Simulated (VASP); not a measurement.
Input of a VASP 6.6.1 run:

File INCAR:

```
SYSTEM = BN
PREC = Accurate ; ENCUT = 600
EDIFF = 1E-6 ; ISMEAR = 0
SIGMA = 0.01 ; LREAL = .False.
LASPH = .True. ; NELM = 120
ALGO = Normal ; ISIF = 2
LWAVE = .False. ; LCHARG = .True.
GGA = PE ; LELF = .True.
LVHAR = .True. ; NBANDS = 11
GGA_COMPAT = .False.
```

The input KPOINTS:

```
regular mesh
0
Gamma
  12 12 12
  0 0 0
```

POSCAR

```
BN
1.0
    0.0000000000      1.6573172282      1.6573172282
    1.6573172282      0.0000000000      1.6573172282
    1.6573172282      1.6573172282      0.0000000000
B N
1 1
Direct
    0.0000000000      0.0000000000      0.0000000000
    0.2500000000      0.2500000000      0.2500000000
```

Potentials or basis: VASP PAW PBE potentials, release 64 (B, N).

Launch:

```console
$ cat potpaw_PBE.64/B/POTCAR potpaw_PBE.64/N/POTCAR > POTCAR
$ mpirun -np 1 vasp_std > vasp.out
```

(1) What does it give for the band gap on the k mesh?

(2) Predict the pressure.

Results:

(1) 4.69 eV, indirect (least direct gap 10.06 eV).

(2) 162.8 GPa.
